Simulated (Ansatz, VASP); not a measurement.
# Two plane-wave programs on As

POSCAR

```
As
1.0
    2.7036817444      0.0000000000      0.0000000000
    0.0000000000      2.7036817444      0.0000000000
    0.0000000000      0.0000000000      2.7036817444
As
1
Direct
    0.5000000000      0.5000000000      0.5000000000
```

Contents of INCAR.step1:

```
SYSTEM = As
ALGO = Normal
EDIFF = 1E-5
ENCUT = 520
GGA = PE
GGA_COMPAT = .False.
ISIF = 2
ISMEAR = -1
LASPH = .True.
LCHARG = .False.
LNONCOLLINEAR = .True.
LORBIT = 11
LORBMOM = .True.
LREAL = .False.
LSORBIT = .True.
LWAVE = .True.
MAGMOM = 0 0 0
NBANDS = 16
NELM = 150
PREC = Accurate
SIGMA = 0.05
```

The input INCAR.step2:

```
SYSTEM = As
AEXX = 0.25
ALGO = Normal
EDIFF = 1E-6
ENCUT = 520
GGA = PE
GGA_COMPAT = .False.
ISIF = 2
ISMEAR = -1
ISTART = 1
LASPH = .True.
LCHARG = .False.
LHFCALC = .True.
LNONCOLLINEAR = .True.
LORBIT = 11
LORBMOM = .True.
LREAL = .False.
LSORBIT = .True.
LWAVE = .False.
MAGMOM = 0 0 0
NBANDS = 16
NELM = 150
PREC = Accurate
PRECFOCK = Normal
SIGMA = 0.05
```

KPOINTS

```
k-points
0
Gamma
  4 4 4
  0 0 0
```

The input input:

```
crystal:
  lattice:
    - [2.7036817444, 0.0, 0.0]
    - [0.0, 2.7036817444, 0.0]
    - [0.0, 0.0, 2.7036817444]
  atoms:
    - { symbol: As, position: [0.5, 0.5, 0.5] }
hamiltonian:
  xc: pbe0
  pseudopotentials: { kind: paw_fr }
magnetization:
  noncollinear: true
  spin_orbit: true
kpoints:
  mp_grid: { grid: [4, 4, 4] }
scf:
  occupations: { method: fermi_dirac, width: 0.05 }
output:
  forces: true
  stress: true
  eigenvalues: true
  write_density: true
  write_potential: true
  elf: true
  volumetric_format: npy
```

Alike in both runs: task single point; functional PBE0; k mesh 4 × 4 × 4; occupations fermi-dirac, width 0.05 eV; non-collinear spin, spin-orbit coupling.

```csv
,VASP,Ansatz
version,VASP 6.6.1,Ansatz 0.2.0
potentials or method,"VASP PAW PBE potentials, release 64 (As)",Ansatz PAW
plane-wave cutoff (eV),520,420
valence electrons in the cell,5,15
```

Ansatz gave:

```
pressure (GPa) : -3.2
```

Task: What did VASP give for the same quantities?

Result: Pressure (GPa): -3.8.

With one functional, cell and mesh, what is left measures potentials, basis and numerics. VASP's potentials hold 5 valence electrons a cell and Ansatz's 15, so a difference there can come from the potentials and not from the codes.

The k mesh is coarse, so the values compare programs but aren't converged.
